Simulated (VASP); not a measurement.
# NbC4 (P6/mmm) in VASP: further runs, part 3 of 3

VASP 6.6.1. The steps go on from the part before.

### 5 Relaxation of cell and atoms, PBE

This run uses another cell than the first one, of 16.37 Å³/atom, 1.196 times its volume.

Input file INCAR:

```
SYSTEM = NbC4
PREC     = Accurate       ! precision mode
ENCUT    = 600            ! plane-wave cutoff, eV
EDIFF    = 1E-6           ! SCF threshold, eV
ISMEAR   = 0              ! smearing method
SIGMA    = 0.1            ! smearing width, eV
LREAL    = .FALSE.        ! projectors in reciprocal space
LASPH    = .TRUE.         ! aspherical terms in the spheres
NELM     = 80             ! most SCF steps
ALGO     = Normal         ! electronic algorithm
ISIF     = 3              ! what is computed and relaxed
LWAVE    = .FALSE.        ! write WAVECAR
LCHARG   = .FALSE.        ! write CHGCAR
GGA      = PE             ! functional
IBRION   = 2              ! ionic algorithm
NSW      = 90             ! ionic steps
EDIFFG   = -0.04          ! ionic threshold
```

Input file KPOINTS:

```
regular mesh
0
G
  6 6 4
  0 0 0
```

Input file POSCAR:

```
NbC4
1.0
    3.6360971000      0.0000000000      0.0000000000
   -1.8180485500      3.1489524600      0.0000000000
    0.0000000000      0.0000000000      7.1499182500
Nb C
1 4
Direct
    0.0000000000      0.0000000000      0.5000000000
    0.0000000000      0.0000000000      0.0822612400
    0.0000000000      0.0000000000      0.9177387600
    0.0000000000      0.0000000000      0.2856705100
    0.0000000000      0.0000000000      0.7143294900
```

Command:

```bash
cat potpaw_PBE.64/Nb_sv/POTCAR potpaw_PBE.64/C/POTCAR > POTCAR
mpirun -np 1 vasp_std > vasp.out
```

It took 9.7 min on 1 thread of Intel Xeon 6975P-C (Granite Rapids), shared host; peak memory 0.25 GiB.

Results (log left out):

```yaml
Free_energy: -40.5014 eV
Relaxed_volume: 13.58 Å³/atom
Relaxed_cell: a = 3.121 Å, b = 3.121 Å, c = 8.050 Å, α = 90.00°, β = 90.00°, γ = 120.00°
Space_group_after_relaxing_to_0.05_Å: P6/mmm (No. 191)
Energy_gained_by_relaxing: 2211.4 meV/atom
Ionic_steps: 49
Pressure_after_relaxing: 0.2 GPa
Largest_force_after_relaxing: 0.025 eV/Å
```

Forces in eV/Å, atoms in the order of the input:
```
Nb   0.000  0.000  0.000
C    0.000  0.000  0.025
C    0.000  0.000 -0.025
C    0.000  0.000 -0.007
C    0.000  0.000  0.007
```

Stress tensor (GPa, compression positive):
```
0.14 0.00 0.00
0.00 0.14 0.00
0.00 0.00 0.43
```

Step by step:
```tsv
step	energy change (eV)	largest force (eV/Å)	pressure (GPa)	volume (Å³)
1	0.0000	19.6612	25.25	81.87
3	0.3616	45.6222	70.03	81.87
5	0.3567	45.5938	70.02	81.87
7	0.3552	45.5839	70.02	81.87
9	0.3549	45.5817	70.02	81.87
11	0.3548	45.5812	70.02	81.87
13	0.3547	45.5810	70.02	81.87
15	0.3547	45.5810	70.02	81.87
17	0.3547	45.5810	70.02	81.87
19	-8.8408	8.1271	10.39	86.90
21	-8.9005	7.4693	12.94	86.32
23	-10.2406	3.2220	-9.59	91.07
25	-10.4499	1.5159	-5.78	89.41
27	-10.5912	0.3685	-2.45	86.88
29	-10.6677	1.0275	-3.65	84.98
31	-10.7315	0.5224	-12.84	73.43
33	-10.8578	0.1974	-8.25	77.56
35	-10.9668	2.1675	2.18	66.17
37	-11.0302	0.8890	-1.34	68.86
39	-11.0467	0.5092	-0.34	67.92
41	-11.0552	0.1411	0.63	67.24
43	-11.0557	0.0903	0.16	67.37
45	-11.0565	0.0942	0.05	67.65
47	-11.0569	0.0332	0.43	67.77
49	-11.0571	0.0246	0.23	67.89
```

Final structure:
```xyz
5
Lattice="3.1206 0.0000 0.0000 -1.5603 2.7025 0.0000 0.0000 0.0000 8.0504" Properties=species:S:1:pos:R:3 pbc="T T T"
Nb    0.0000    0.0000    4.0252
C     0.0000    0.0000    0.6498
C     0.0000    0.0000    7.4005
C     0.0000    0.0000    1.9328
C     0.0000    0.0000    6.1175
```

Levels at points of the mesh, in eV from the Fermi level:
```tsv
k point	band 13	band 14	band 15	band 16	band 17	band 18
(0.00, 0.00, 0.00)	0.06	0.06	0.53	0.53	3.27	3.27
(0.50, 0.00, 0.00)	-2.19	-0.71	0.31	0.49	2.70	3.98
(0.00, 0.00, 0.50)	0.53	0.53	0.63	0.63	1.93	1.93
(0.50, 0.00, 0.50)	-2.19	-1.68	-0.09	1.19	2.98	3.80
```

Caveat: the volume moved by over 15 % at a fixed basis, so the end points are rough.

### 6 Single point, PBE

Input file INCAR:

```
  PREC = Accurate
  ENCUT = 520
  EDIFF = 1E-7
  ISMEAR = 0
  SIGMA = 0.1
  LREAL = F
  LASPH = T
  NELM = 80
  ALGO = Normal
  ISIF = 2
  LWAVE = F
  LCHARG = F
  GGA = PE
  NBANDS = 22
```

Input file KPOINTS:

```
Automatic mesh
0
Gamma
  12 12 6
```

Input file POSCAR:

```
NbC4
1.0
    3.1283864478      0.0000000000      0.0000000000
   -1.5641932239      2.7092621366      0.0000000000
    0.0000000000      0.0000000000      8.0617857482
Nb C
1 4
Direct
    0.0000000000      0.0000000000      0.5000000000
    0.0000000000      0.0000000000      0.0806866854
    0.0000000000      0.0000000000      0.9193133146
    0.0000000000      0.0000000000      0.2398406207
    0.0000000000      0.0000000000      0.7601593793
```

Potentials or basis: VASP PAW PBE potentials, release 64 (Nb_sv, C).

Command:

```bash
cat potpaw_PBE.64/Nb_sv/POTCAR potpaw_PBE.64/C/POTCAR > POTCAR
mpirun -np 1 vasp_std > vasp.out
```

OUTCAR:

```text
PREC = Accurate
   ENCUT = 520
   EDIFF = 1E-7
   ISMEAR = 0
   LREAL = F
   LASPH = T
   NELM = 80
   ISIF = 2
   GGA = PE

 ion  position               nearest neighbor table
   1  0.000  0.000  0.500-   4 2.10   5 2.10
   2  0.000  0.000  0.081-   4 1.28   3 1.30
   3  0.000  0.000  0.919-   5 1.28   2 1.30
   4  0.000  0.000  0.240-   2 1.28   1 2.10
   5  0.000  0.000  0.760-   3 1.28   1 2.10

  LATTYP: Found a hexagonal cell.
 ALAT       =     3.1283864478
 C/A-ratio  =     2.5769788620

  Lattice vectors:

 A1 = (   3.1283864478,   0.0000000000,   0.0000000000)
 A2 = (  -1.5641932239,   2.7092621366,   0.0000000000)
 A3 = (   0.0000000000,   0.0000000000,   8.0617857482)

Analysis of symmetry for initial positions (statically):
=====================================================================
 Subroutine PRICEL returns:
 Original cell was already a primitive cell.

 Routine SETGRP: Setting up the symmetry group for a
 hexagonal supercell.

 Subroutine GETGRP returns: Found 24 space group operations
 (whereof 24 operations were pure point group operations)
 out of a pool of 24 trial point group operations.

The static configuration has the point symmetry D_6h.

Analysis of symmetry for dynamics (positions and initial velocities):
=====================================================================
 Subroutine PRICEL returns:
 Original cell was already a primitive cell.

 Routine SETGRP: Setting up the symmetry group for a
 hexagonal supercell.

 Subroutine GETGRP returns: Found 24 space group operations
 (whereof 24 operations were pure point group operations)
 out of a pool of 24 trial point group operations.

The dynamic configuration has the point symmetry D_6h.

 Subroutine INISYM returns: Found 24 space group operations
[... 115 lines left out ...]
   NUPDOWN=      -1.0000    fix difference up-down
   EMIN   =  10.00;   EMAX   =-10.00  energy-range for DOS
   EFERMI =   0.00;   METHOD = LEGACY
   ISMEAR =     0;   SIGMA  =   0.10  broadening in eV -4-tet -1-fermi 0-gaus
   EFERMI_NEDOS =   21; number of points for ismear=-14 and -15
   IALGO  =     38    algorithm
   IMIX   =      4    mixing-type and parameters
     AMIX     =   0.40;   BMIX     =  1.00
     AMIX_MAG =   1.60;   BMIX_MAG =  1.00
  volume/ion in A,a.u.               =      13.67        92.22
  Fermi-wavevector in a.u.,A,eV,Ry     =   1.230287  2.324906 20.593877  1.513607
  Thomas-Fermi vector in A             =   2.365142
   LORBIT       =      0    0 simple, 1 ext, 2 COOP (PROOUT), +10 PAW based schemes
   GGA     = PE    functional components
   LHFCALC =     F    Hartree Fock is set to
   AEXX    =    0.0000 exact exchange contribution
   IVDW    =     0    specifies the selected vdW correction
   LEPSILON=     F    determine dielectric tensor
   LRPA    =     F    only Hartree local field effects (RPA)
 non-spin polarized calculation
 Gauss-broadening in eV      SIGMA  =   0.10
  energy-cutoff  :      520.00
  volume of cell :       68.33
 maximum number of plane-waves:      1858
 NGX is ok and might be reduce to    24
   NGX = 11   NGY = 11   NGZ = 29

 number of electron      28.9999999 magnetization

 Free energy of the ion-electron system (eV)
  ---------------------------------------------------
  ext. energy  EPLUGINS =         0.00000000
  ---------------------------------------------------
  free energy    TOTEN  =       -40.43834255 eV

  energy without entropy =      -40.42253971  energy(sigma->0) =      -40.43044113

 E-fermi :   3.4859     XC(G=0): -10.0998

 val. band max:        3.4784464360   @ k =   0.3333   0.2500   0.5000
 cond. band min:       3.4902986918   @ k =   0.3333   0.2500   0.0000
 fundamental gap:      0.0118522557
 Fermi energy:         3.4859317755

 k-point     1 :       0.0000    0.0000    0.0000
  band No.  band energies     occupation
      1     -51.3423      2.00000
      2     -27.3580      2.00000
      3     -27.0963      2.00000
      4     -27.0963      2.00000
      5     -12.0635      2.00000
      6      -9.9383      2.00000
[... 589 lines left out ...]
     21      11.3419      0.00000
     22      11.8552      0.00000

 [... further k-points ...]
[... 5 lines left out ...]
  --------------------------------------------------------------------------------------
  -------------------------------------------------------------------------------------
  Total       -0.0548833     -0.0548833     -0.0275020      0.0000000     -0.0000000      0.0000000
  in kB       -1.2869099     -1.2869099     -0.6448690      0.0000000     -0.0000000      0.0000000
  external PRESSURE =      -1.0728962 kB  Pullay stress =       0.0000000 kB

 VOLUME and BASIS-vectors are now :
 -----------------------------------------------------------------------------
  energy-cutoff  :      520.00
  volume of cell :       68.33
      direct lattice vectors                 reciprocal lattice vectors
     3.128386448  0.000000000  0.000000000     0.319653603  0.184552094  0.000000000
    -1.564193224  2.709262137  0.000000000     0.000000000  0.369104188  0.000000000
     0.000000000  0.000000000  8.061785748     0.000000000  0.000000000  0.124041997

 POSITION                                       TOTAL-FORCE (eV/Angst)
 -----------------------------------------------------------------------------------
      0.00000      0.00000      4.03089        -0.000000     -0.000000      0.000000
      0.00000      0.00000      0.65048         0.000000     -0.000000     -0.053159
      0.00000      0.00000      7.41131        -0.000000     -0.000000      0.053159
      0.00000      0.00000      1.93354         0.000000     -0.000000      0.055950
      0.00000      0.00000      6.12824         0.000000      0.000000     -0.055950
 -----------------------------------------------------------------------------------
    total drift:                               -0.000000     -0.000000      0.000000

  FREE ENERGIE OF THE ION-ELECTRON SYSTEM (eV)
  ---------------------------------------------------
  free  energy   TOTEN  =       -40.4383425461 eV

  energy  without entropy=      -40.4225397090  energy(sigma->0) =      -40.43044113
```

OSZICAR:

```text
N       E                     dE             d eps       ncg     rms          rms(c)
DAV:   1     0.189495775334E+03    0.18950E+03   -0.14545E+04  3344   0.121E+03
DAV:   2    -0.308629549583E+02   -0.22036E+03   -0.21150E+03  4370   0.380E+02
DAV:   3    -0.468475624191E+02   -0.15985E+02   -0.15679E+02  5550   0.804E+01
DAV:   4    -0.477278841433E+02   -0.88032E+00   -0.86979E+00  5298   0.171E+01
DAV:   5    -0.477513451588E+02   -0.23461E-01   -0.23456E-01  5022   0.221E+00    0.144E+01
DAV:   6    -0.456494664652E+02    0.21019E+01   -0.52922E+01  4996   0.310E+01    0.125E+01
DAV:   7    -0.408179762620E+02    0.48315E+01   -0.29340E+01  5636   0.257E+01    0.531E+00
DAV:   8    -0.405936002542E+02    0.22438E+00   -0.38432E+00  4766   0.839E+00    0.260E+00
DAV:   9    -0.404392506613E+02    0.15435E+00   -0.10121E+00  4112   0.355E+00    0.603E-01
DAV:  10    -0.404378651566E+02    0.13855E-02   -0.27373E-02  4978   0.106E+00    0.380E-01
DAV:  11    -0.404396049006E+02   -0.17397E-02   -0.53905E-03  5064   0.413E-01    0.244E-01
DAV:  12    -0.404384457280E+02    0.11592E-02   -0.81406E-03  4524   0.329E-01    0.555E-02
DAV:  13    -0.404383387707E+02    0.10696E-03   -0.35630E-04  4334   0.856E-02    0.165E-02
DAV:  14    -0.404383445376E+02   -0.57670E-05   -0.54766E-05  4796   0.328E-02    0.992E-03
DAV:  15    -0.404383428676E+02    0.16700E-05   -0.99626E-06  4522   0.147E-02    0.133E-03
DAV:  16    -0.404383426185E+02    0.24917E-06   -0.51350E-07  4438   0.396E-03    0.736E-04
DAV:  17    -0.404383425461E+02    0.72377E-07   -0.30999E-08  2632   0.127E-03
   1 F= -.40438343E+02 E0= -.40430441E+02  d E =-.158028E-01
```

stdout:

```text
POSCAR found type information on POSCAR NbC
 POSCAR found :  2 types and       5 ions
 scaLAPACK will be used
 LDA part: xc-table for (Slater+PW92), standard interpolation
 POSCAR, INCAR and KPOINTS ok, starting setup
 FFT: planning ... GRIDC
 FFT: planning ... GRID_SOFT
 FFT: planning ... GRID
 WAVECAR not read
 entering main loop
```

Run time: 52 s. Hardware: 1 thread of Intel Xeon 6975P-C (Granite Rapids), shared host; peak memory 0.24 GiB.

What came out:

- Free energy: -40.4383 eV
- Pressure: -0.1 GPa
- Largest force: 0.056 eV/Å

Forces in eV/Å, atoms in the order of the input:
```
Nb   0.000  0.000  0.000
C    0.000  0.000 -0.053
C    0.000  0.000  0.053
C    0.000  0.000  0.056
C    0.000  0.000 -0.056
```

Levels at points of the mesh, in eV from the Fermi level:
| k point | band 13 | band 14 | band 15 | band 16 | band 17 | band 18 |
| --- | --- | --- | --- | --- | --- | --- |
| (0.00, 0.00, 0.00) | 0.13 | 0.13 | 0.64 | 0.64 | 3.33 | 3.33 |
| (0.50, 0.00, 0.00) | -2.05 | -0.63 | 0.42 | 0.59 | 2.77 | 4.00 |
| (0.00, 0.00, 0.50) | 0.64 | 0.64 | 0.69 | 0.69 | 2.00 | 2.00 |
| (0.50, 0.00, 0.50) | -2.05 | -1.56 | -0.02 | 1.28 | 3.07 | 3.88 |

### 7 Overview

```csv
task,spin,cell,k mesh,cutoff (eV),gap on the mesh (eV),pressure (GPa),largest force (eV/Å)
single point,off,"a = 3.132, b = 3.132, c = 8.055 Å, angles 90.0, 90.0, 120.0°, 5 atoms",6 × 6 × 4,520,none,-0.1,0.05
single point,off,"a = 3.636, b = 3.636, c = 7.150 Å, angles 90.0, 90.0, 120.0°, 5 atoms",6 × 6 × 4,520,none,25.4,19.67
single point,"collinear, ferromagnetic start","a = 3.132, b = 3.132, c = 8.055 Å, angles 90.0, 90.0, 120.0°, 5 atoms",6 × 6 × 2,520,none,0.4,0.28
relaxation of cell and atoms,off,"relaxed from a = 3.636, b = 3.636, c = 7.150 Å, angles 90.0, 90.0, 120.0°, 5 atoms",6 × 6 × 4,600,none,0.2,0.02
single point,off,"a = 3.128, b = 3.128, c = 8.062 Å, angles 90.0, 90.0, 120.0°, 5 atoms",12 × 12 × 6,520,none,-0.1,0.06
```

Alike in all rows: level PBE; potentials or basis VASP PAW PBE potentials, release 64 (Nb_sv, C); smearing gaussian 0.1 eV.

Caveats: some runs use coarse meshes; forces of over 1 eV/Å act on the atoms, so gaps and moduli don't describe the material at rest (some runs); the volume moved by over 15 % at a fixed basis, so the end points are rough (some runs).

Absolute energies hang on the potentials; compare differences alone.
